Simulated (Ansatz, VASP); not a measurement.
# Lu in VASP and in Ansatz

Contents of INCAR:

```
PREC     = Accurate       # precision mode
ENCUT    = 600            # plane-wave cutoff, eV
EDIFF    = 1E-6           # SCF threshold, eV
ISMEAR   = -1             # smearing method
SIGMA    = 0.05           # smearing width, eV
LREAL    = False          # projectors in reciprocal space
LASPH    = True           # aspherical terms in the spheres
NELM     = 100            # most SCF steps
ALGO     = Normal         # electronic algorithm
ISIF     = 3              # what is computed and relaxed
LWAVE    = False          # write WAVECAR
LCHARG   = False          # write CHGCAR
GGA      = PE             # functional
IBRION   = 2              # ionic algorithm
NSW      = 100            # ionic steps
EDIFFG   = -0.005         # ionic threshold
```

The input KPOINTS:

```
regular mesh
0
Gamma
  15 15 15
```

File POSCAR:

```
Lu
1.0
    0.0000000000      2.2812145887      2.2812145887
    2.2812145887      0.0000000000      2.2812145887
    2.2812145887      2.2812145887      0.0000000000
Lu
1
Direct
    0.0000000000      0.0000000000      0.0000000000
```

Input for Ansatz:

```yaml
crystal:
  lattice:
    - [0.0, 2.2812145887, 2.2812145887]
    - [2.2812145887, 0.0, 2.2812145887]
    - [2.2812145887, 2.2812145887, 0.0]
  atoms:
    - { symbol: Lu, position: [0.0, 0.0, 0.0] }
kpoints:
  mp_grid: { grid: [15, 15, 15] }
scf:
  occupations: { method: fermi_dirac, width: 0.05 }
hamiltonian:
  xc: pbe
  pseudopotentials: { kind: paw }
output:
  forces: true
  stress: true
relax:
  f_tol: 0.005
  max_steps: 80
  cell: {}
```

Alike in both runs: task relaxation of cell and atoms; functional PBE; k mesh 15 × 15 × 15; occupations fermi-dirac, width 0.05 eV; no spin polarisation.

```csv
,VASP,Ansatz
version,VASP 6.6.1,Ansatz 0.2.0
potentials or method,"VASP PAW PBE potentials, release 64 (Lu)","PAW with Ansatz's default frozen-core files, scalar-relativistic"
plane-wave cutoff (eV),600,420
valence electrons in the cell,25,25
```

VASP gave:

```
relaxed volume (Å³/atom)                                        : 29.06
relaxed length of the cell vector where the two differ most in proportion (Å) : 3.451
```

**Question.** What did Ansatz give for the same quantities?

**Answer.** Relaxed volume (Å³/atom): 28.94; relaxed length of the cell vector where the two differ most in proportion (Å): 3.446.

Spin-orbit coupling is off throughout. Noted on VASP's run: the volume moved by over 15 % at a fixed basis, so the end points are rough.
